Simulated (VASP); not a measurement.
BN, 4 atoms in the cell. Symmetry: P6_3mc, No. 186, hexagonal system. The conventional cell has a = 2.554 Å, b = 2.554 Å, c = 4.227 Å, α = 90.00°, β = 90.00°, γ = 120.00°. B (site symmetry 3m) has 4 N at 1.57 to 1.58 Å within 2.1 Å. N (site symmetry 3m) has 4 B at 1.57 to 1.58 Å within 2.1 Å. 

- Program: VASP 6.6.1
- Task: single point
- Functional: PBE
- Potentials or basis: VASP PAW PBE potentials, release 64 (B, N)
- Cutoff: 520 eV
- k mesh: 12 × 12 × 6
- Occupations: gaussian, width 0.02 eV
- Spin: no spin polarisation
- Dipole correction: no
- Further INCAR settings: ALGO = Normal; EDIFF = 1e-07; NBANDS = 16

Potentials or basis: VASP PAW PBE potentials, release 64 (B, N).

Launch:

```sh
$ cat potpaw_PBE.64/B/POTCAR potpaw_PBE.64/N/POTCAR > POTCAR
$ mpirun -np 1 vasp_std > vasp.out
```

Hardware: 1 thread of Intel(R) Xeon(R) 6975P-C (Granite Rapids), with other jobs on the host.

Problem. Estimate the wall time of this run.

Solution. Wall time 10 s on 1 thread of Intel(R) Xeon(R) 6975P-C (Granite Rapids) (shared host), peak memory 0.14 GiB. Counts: scf iterations 13, k points 76.
